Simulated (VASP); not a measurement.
# P (Cmce) in VASP: notebook

Runs on P. Level: LDA. Tasks: single point.

Program: VASP 6.6.1. These are calculated values, not measurements. Logs are shortened: lines on timing, memory, paths and dates and some standing lists are left out, and cuts for length are marked.

## (1) The cell of the first run

Symmetry: Cmce, No. 64, orthorhombic system. The conventional cell has a = 3.352 Å, b = 10.078 Å, c = 4.039 Å, α = 90.00°, β = 90.00°, γ = 90.00°. P (site symmetry m) has 3 P at 2.23 to 2.24 Å within 3.0 Å.

## (2) Single point, LDA

Input file INCAR:

```
SYSTEM = P
  PREC = Accurate
  ENCUT = 520
  EDIFF = 1E-6
  ISMEAR = -1
  SIGMA = 0.05
  LREAL = .FALSE.
  LASPH = .TRUE.
  NELM = 100
  ALGO = Normal
  ISIF = 2
  LWAVE = .FALSE.
  LCHARG = .FALSE.
  NBANDS = 18
```

Input file KPOINTS:

```
Automatic mesh
0
G
  6 6 5
  0 0 0
```

Input file POSCAR:

```
P
1.0
    1.6761948657     -5.0390752980      0.0000000000
    1.6761948657      5.0390752980      0.0000000000
    0.0000000000      0.0000000000      4.0387457901
P
4
Direct
    0.1075544155      0.8924455845      0.9323210340
    0.6075544155      0.3924455845      0.5676789660
    0.8924455845      0.1075544155      0.0676789660
    0.3924455845      0.6075544155      0.4323210340
```

Potentials or basis: VASP PAW LDA potentials, release 64 (P).

Run with:

```sh
> cat potpaw_LDA.64/P/POTCAR > POTCAR
> mpirun -np 1 vasp_std > vasp.out
```

OUTCAR:

```text
SYSTEM = P
   PREC = Accurate
   ENCUT = 520
   EDIFF = 1E-6
   ISMEAR = -1
   LREAL = .FALSE.
   LASPH = .TRUE.
   NELM = 100
   ISIF = 2

 ion  position               nearest neighbor table
   1  0.108  0.892  0.932-   2 2.23   2 2.23   3 2.24
   2  0.608  0.392  0.568-   1 2.23   1 2.23   4 2.24
   3  0.892  0.108  0.068-   4 2.23   4 2.23   1 2.24
   4  0.392  0.608  0.432-   3 2.23   3 2.23   2 2.24

  LATTYP: Found a base centered orthorhombic cell.
 ALAT       =     3.3523897314
 B/A-ratio  =     3.0062586404
 C/A-ratio  =     1.2047363564

  Lattice vectors:

 A1 = (   1.6761948657,  -5.0390752980,   0.0000000000)
 A2 = (   1.6761948657,   5.0390752980,   0.0000000000)
 A3 = (   0.0000000000,   0.0000000000,   4.0387457901)

Analysis of symmetry for initial positions (statically):
=====================================================================
 Subroutine PRICEL returns:
 Original cell was already a primitive cell.

 Routine SETGRP: Setting up the symmetry group for a
 base centered orthorhombic supercell.

 Subroutine GETGRP returns: Found  8 space group operations
 (whereof  4 operations were pure point group operations)
 out of a pool of  8 trial point group operations.

The static configuration has the point symmetry C_2h.
 The point group associated with its full space group is D_2h.

Analysis of symmetry for dynamics (positions and initial velocities):
=====================================================================
 Subroutine PRICEL returns:
 Original cell was already a primitive cell.

 Routine SETGRP: Setting up the symmetry group for a
 base centered orthorhombic supercell.

 Subroutine GETGRP returns: Found  8 space group operations
 (whereof  4 operations were pure point group operations)
 out of a pool of  8 trial point group operations.

The dynamic configuration has the point symmetry C_2h.
 The point group associated with its full space group is D_2h.

 Subroutine INISYM returns: Found  8 space group operations
 (whereof  4 operations are pure point group operations),
 and found     1 'primitive' translations

----------------------------------------------------------------------------------------

                                     Primitive cell

  volume of cell :      68.2263

[... 90 lines left out ...]
   ENCUT  =  520.0 eV  38.22 Ry    6.18 a.u.   9.87  9.87  7.51*2*pi/ulx,y,z
   NELM   =    100;   NELMIN=  2; NELMDL= -5     # of ELM steps
   EDIFF  = 0.1E-05   stopping-criterion for ELM
   LREAL  =      F    real-space projection
   EDIFFG = 0.1E-04   stopping-criterion for IOM
   NSW    =      0    number of steps for IOM
   IBRION =     -1    ionic relax: 0-MD 1-quasi-New 2-CG
   NFREE  =      0    steps in history (QN), initial steepest desc. (CG)
   ISIF   =      2    stress and relaxation
   ISYM   =      2    0-nonsym 1-usesym 2-fastsym
   POTIM  = 0.5000    time-step for ionic-motion
   TEBEG  =    0.0;   TEEND  =   0.0 temperature during run
   PSTRESS=    0.0 pullay stress
   NELECT =      20.0000    total number of electrons
   NUPDOWN=      -1.0000    fix difference up-down
   EMIN   =  10.00;   EMAX   =-10.00  energy-range for DOS
   EFERMI =   0.00;   METHOD = LEGACY
   ISMEAR =    -1;   SIGMA  =   0.05  broadening in eV -4-tet -1-fermi 0-gaus
   EFERMI_NEDOS =   21; number of points for ismear=-14 and -15
   IALGO  =     38    algorithm
   IMIX   =      4    mixing-type and parameters
     AMIX     =   0.40;   BMIX     =  1.00
     AMIX_MAG =   1.60;   BMIX_MAG =  1.00
  volume/ion in A,a.u.               =      17.06       115.10
  Fermi-wavevector in a.u.,A,eV,Ry     =   1.087512  2.055100 16.091381  1.182683
  Thomas-Fermi vector in A             =   2.223673
   LORBIT       =      0    0 simple, 1 ext, 2 COOP (PROOUT), +10 PAW based schemes
   GGA     = CA    functional components
   LHFCALC =     F    Hartree Fock is set to
   AEXX    =    0.0000 exact exchange contribution
   IVDW    =     0    specifies the selected vdW correction
   LEPSILON=     F    determine dielectric tensor
   LRPA    =     F    only Hartree local field effects (RPA)
 non-spin polarized calculation
  energy-cutoff  :      520.00
  volume of cell :       68.23
 maximum number of plane-waves:      1860
   NGX = 19   NGY = 19   NGZ = 15

 number of electron      19.9999997 magnetization

 Free energy of the ion-electron system (eV)
  ---------------------------------------------------
  ext. energy  EPLUGINS =         0.00000000
  ---------------------------------------------------
  free energy    TOTEN  =       -24.10695445 eV

  energy without entropy =      -24.10281819  energy(sigma->0) =      -24.10488632

 E-fermi :   7.7098     XC(G=0): -10.6092

 val. band max:        7.6835293736   @ k =   0.0000   0.0000   0.4000
 cond. band min:       7.8045069062   @ k =  -0.3333   0.3333   0.0000
 fundamental gap:      0.1209775326
 Fermi energy:         7.7097547073

 k-point     1 :       0.0000    0.0000    0.0000
  band No.  band energies     occupation
      1      -8.3937      2.00000
      2      -4.7986      2.00000
      3      -1.2173      2.00000
      4       0.2167      2.00000
      5       2.5050      2.00000
      6       3.4223      2.00000
[... 481 lines left out ...]
      5       1.4867      2.00000
      6       3.2459      2.00000
[... 10 lines left out ...]
     17      13.2459      0.00000
     18      14.2680      0.00000

 [... further k-points ...]

------------------------ aborting loop because EDIFF is reached ----------------------------------------

  FORCE on cell =-STRESS in cart. coord.  units (eV):
  Direction    XX          YY          ZZ          XY          YZ          ZX
  --------------------------------------------------------------------------------------
  -------------------------------------------------------------------------------------
  Total       -0.3065873     -0.2192924     -0.0125377      0.0000000      0.0000000      0.0000000
  in kB       -7.1996737     -5.1497055     -0.2944272      0.0000000      0.0000000      0.0000000
  external PRESSURE =      -4.2146021 kB  Pullay stress =       0.0000000 kB

 VOLUME and BASIS-vectors are now :
 -----------------------------------------------------------------------------
  energy-cutoff  :      520.00
  volume of cell :       68.23
      direct lattice vectors                 reciprocal lattice vectors
     1.676194866 -5.039075298  0.000000000     0.298294673 -0.099224554  0.000000000
     1.676194866  5.039075298  0.000000000     0.298294673  0.099224554  0.000000000
     0.000000000  0.000000000  4.038745790     0.000000000  0.000000000  0.247601620

 POSITION                                       TOTAL-FORCE (eV/Angst)
 -----------------------------------------------------------------------------------
      1.67619      3.95513      3.76541         0.000000      0.064024     -0.062586
      1.67619     -1.08395      2.29271         0.000000      0.064024      0.062586
      1.67619     -3.95513      0.27334         0.000000     -0.064024      0.062586
      1.67619      1.08395      1.74603         0.000000     -0.064024     -0.062586
 -----------------------------------------------------------------------------------
    total drift:                                0.000000     -0.000000      0.000000

  FREE ENERGIE OF THE ION-ELECTRON SYSTEM (eV)
  ---------------------------------------------------
  free  energy   TOTEN  =       -24.1069544487 eV

  energy  without entropy=      -24.1028181860  energy(sigma->0) =      -24.10488632
```

OSZICAR:

```text
N       E                     dE             d eps       ncg     rms          rms(c)
DAV:   1     0.532798802904E+02    0.53280E+02   -0.85168E+03  1404   0.961E+02
DAV:   2    -0.207957828423E+02   -0.74076E+02   -0.70984E+02  1864   0.152E+02
DAV:   3    -0.242917732948E+02   -0.34960E+01   -0.34660E+01  1856   0.327E+01
DAV:   4    -0.243245271967E+02   -0.32754E-01   -0.32728E-01  1874   0.389E+00
DAV:   5    -0.243249556922E+02   -0.42850E-03   -0.42843E-03  1808   0.421E-01    0.107E+01
DAV:   6    -0.241728528859E+02    0.15210E+00   -0.70844E-02  1658   0.142E+00    0.622E+00
DAV:   7    -0.241078012865E+02    0.65052E-01   -0.11717E-01  1740   0.178E+00    0.324E-01
DAV:   8    -0.241069863390E+02    0.81495E-03   -0.12025E-02  1600   0.652E-01    0.180E-01
DAV:   9    -0.241069715022E+02    0.14837E-04   -0.69135E-04  1728   0.151E-01    0.802E-02
DAV:  10    -0.241069546635E+02    0.16839E-04   -0.11227E-04  1758   0.542E-02    0.334E-02
DAV:  11    -0.241069544140E+02    0.24950E-06   -0.11831E-05  1660   0.209E-02    0.960E-03
DAV:  12    -0.241069544487E+02   -0.34668E-07   -0.62148E-07   904   0.494E-03
   1 F= -.24106954E+02 E0= -.24104886E+02  d E =-.413626E-02
```

Wall time 62 s (1 thread of AMD EPYC 7R43 (Zen 3), shared host); peak memory 0.14 GiB.

Results:

```
Free energy            : -24.1070 eV
Pressure               : -0.4 GPa
Largest force          : 0.090 eV/Å
Band gap on the k mesh : zero (band 10 reaches 7.80 eV, above the bottom of band 11 at 7.68 eV)
```

Forces in eV/Å, atoms in the order of the input:
```
P    0.000  0.064 -0.063
P    0.000  0.064  0.063
P    0.000 -0.064  0.063
P    0.000 -0.064 -0.063
```

Levels at points of the mesh, in eV from the Fermi level:
```csv
k point,band 7,band 8,band 9,band 10,band 11,band 12,band 13,band 14
"(0.00, 0.00, 0.00)",-3.97,-2.84,-2.79,-1.31,1.12,1.29,1.75,3.57
"(0.50, 0.00, 0.00)",-3.12,-3.12,-2.61,-2.61,0.67,0.67,1.18,1.18
"(0.50, 0.50, 0.00)",-4.62,-2.23,-1.92,-0.55,0.24,0.71,2.36,3.24
```

## (3) Single point, LDA

Input file INCAR:

```
  PREC = Accurate
  ENCUT = 520
  EDIFF = 1E-6
  ISMEAR = -1
  SIGMA = 0.05
  LREAL = False
  LASPH = True
  NELM = 60
  ALGO = Normal
  ISIF = 2
  LWAVE = False
  LCHARG = False
  NBANDS = 18
```

Input file KPOINTS:

```
regular mesh
0
Gamma
  8 8 6
```

POSCAR is that of step 2.

Potentials or basis: VASP PAW LDA potentials, release 64 (P).

Run with:

```sh
> cat potpaw_LDA.64/P/POTCAR > POTCAR
> mpirun -np 1 vasp_std > vasp.out
```

Run time: 1.8 min. Hardware: 1 thread of AMD EPYC 7R43 (Zen 3), shared host; peak memory 0.17 GiB.

Results (log left out):

```
Free energy            : -24.1096 eV
Pressure               : -0.5 GPa
Largest force          : 0.033 eV/Å
Band gap on the k mesh : zero (band 10 reaches 7.94 eV, above the bottom of band 11 at 7.63 eV)
```

Forces in eV/Å, atoms in the order of the input:
```
P    0.000  0.001 -0.033
P    0.000  0.001  0.033
P    0.000 -0.001  0.033
P    0.000 -0.001 -0.033
```

Stress tensor (GPa, compression positive):
```
-1.69  0.00  0.00
 0.00  0.42  0.00
 0.00  0.00 -0.22
```

Levels at points of the mesh, in eV from the Fermi level:
```
           k point  band 7  band 8  band 9  band 10  band 11  band 12  band 13  band 14
(0.00, 0.00, 0.00)   -3.97   -2.84   -2.78    -1.30     1.12     1.29     1.75     3.57
(0.50, 0.00, 0.00)   -3.12   -3.12   -2.60    -2.60     0.67     0.67     1.18     1.18
(0.50, 0.50, 0.00)   -4.62   -2.24   -1.92    -0.54     0.24     0.72     2.36     3.24
(0.00, 0.00, 0.50)   -3.17   -3.17   -0.78    -0.78     1.33     1.33     1.86     1.86
(0.50, 0.00, 0.50)   -5.85   -5.85   -2.17    -2.17     1.52     1.52     5.20     5.20
(0.50, 0.50, 0.50)   -2.36   -2.36   -1.15    -1.15     1.20     1.20     2.52     2.52
```

## (4) Single point, LDA

Input file INCAR:

```
PREC     = Accurate       # precision mode
ENCUT    = 520            # plane-wave cutoff, eV
EDIFF    = 1E-7           # SCF threshold, eV
ISMEAR   = -1             # smearing method
SIGMA    = 0.05           # smearing width, eV
LREAL    = F              # projectors in reciprocal space
LASPH    = T              # aspherical terms in the spheres
NELM     = 60             # most SCF steps
ALGO     = Normal         # electronic algorithm
ISIF     = 2              # what is computed and relaxed
LWAVE    = F              # write WAVECAR
LCHARG   = F              # write CHGCAR
GGA      = CA             # functional
NBANDS   = 18             # bands
```

Input file KPOINTS:

```
regular mesh
0
Gamma
  9 9 7
```

POSCAR is that of step 3.

Run with:

```sh
> cat potpaw_LDA.64/P/POTCAR > POTCAR
> mpirun -np 1 vasp_std > vasp.out
```

Wall time 2.4 min (1 thread of AMD EPYC 7R43 (Zen 3), shared host); peak memory 0.18 GiB.

The run converged. Its results:

- Free energy: -24.1113 eV
- Pressure: -0.4 GPa
- Largest force: 0.065 eV/Å
- Band gap on the k mesh: zero (band 10 reaches 7.81 eV, above the bottom of band 11 at 7.66 eV)

Forces in eV/Å, atoms in the order of the input:
```
P    0.000  0.025 -0.060
P    0.000  0.025  0.060
P    0.000 -0.025  0.060
P    0.000 -0.025 -0.060
```

Stress tensor (GPa, compression positive):
```
-1.33  0.00  0.00
 0.00  0.13  0.00
 0.00  0.00 -0.02
```

Levels at points of the mesh, in eV from the Fermi level:
```csv
k point,band 8,band 9,band 10,band 11,band 12,band 13
"(0.00, 0.00, 0.00)",-2.85,-2.79,-1.31,1.11,1.28,1.73
```

## (5) Summary

| k mesh | gap on the mesh (eV) | pressure (GPa) | largest force (eV/Å) |
| --- | --- | --- | --- |
| 6 × 6 × 5 | none | -0.4 | 0.09 |
| 8 × 8 × 6 | none | -0.5 | 0.03 |
| 9 × 9 × 7 | none | -0.4 | 0.06 |

Alike in all rows: task single point; level LDA; potentials or basis VASP PAW LDA potentials, release 64 (P); no spin polarisation; cell as given; cutoff (eV) 520; smearing fermi-dirac 0.05 eV.

Every run on the cell as given and a fine mesh finds a metal.

Total energies depend on the potentials used, so only differences within one code and one set of settings carry meaning.
